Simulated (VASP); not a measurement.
Set up this calculation in VASP 6.6.1, as the native input.

- Task: single point
- Functional: PBE
- Potentials or basis: VASP PAW PBE potentials, release 64 (Zr_sv, O)
- Cutoff: 600 eV
- k mesh: 8 × 8 × 8
- Occupations: gaussian, width 0.02 eV
- Spin: no spin polarisation
- Dipole correction: no
- Further INCAR settings: ALGO = Normal; EDIFF = 1e-06; NBANDS = 19

The structure of ZrO2 (w.b) lies in POSCAR:

```
ZrO2
1.0
    0.0000000000      2.5579377228      2.5579377228
    2.5579377228      0.0000000000      2.5579377228
    2.5579377228      2.5579377228      0.0000000000
Zr O
1 2
Direct
    0.0000000000      0.0000000000      0.0000000000
    0.2500000000      0.2500000000      0.2500000000
    0.7500000000      0.7500000000      0.7500000000
```

These files were run (other wordings do the same):

INCAR

```
SYSTEM = ZrO2
  ALGO = Normal
  EDIFF = 1E-6
  ENCUT = 600
  GGA = PE
  GGA_COMPAT = .FALSE.
  ISIF = 2
  ISMEAR = 0
  LASPH = .TRUE.
  LCHARG = .FALSE.
  LREAL = .FALSE.
  LWAVE = .FALSE.
  NBANDS = 19
  NELM = 120
  PREC = Accurate
  SIGMA = 0.02
```

KPOINTS

```
k-points
0
G
  8 8 8
  0 0 0
```

Potentials or basis: VASP PAW PBE potentials, release 64 (Zr_sv, O).

Launch:

```sh
$ cat potpaw_PBE.64/Zr_sv/POTCAR potpaw_PBE.64/O/POTCAR > POTCAR
$ mpirun -np 1 vasp_std > vasp.out
```

It gave:

```
Pressure               : 0.1 GPa
Band gap on the k mesh : 3.31 eV, indirect (least direct gap 3.74 eV)
```

It took 62 s on 1 thread of Intel Xeon 8259CL, with other jobs on the host, peak memory 0.18 GiB.
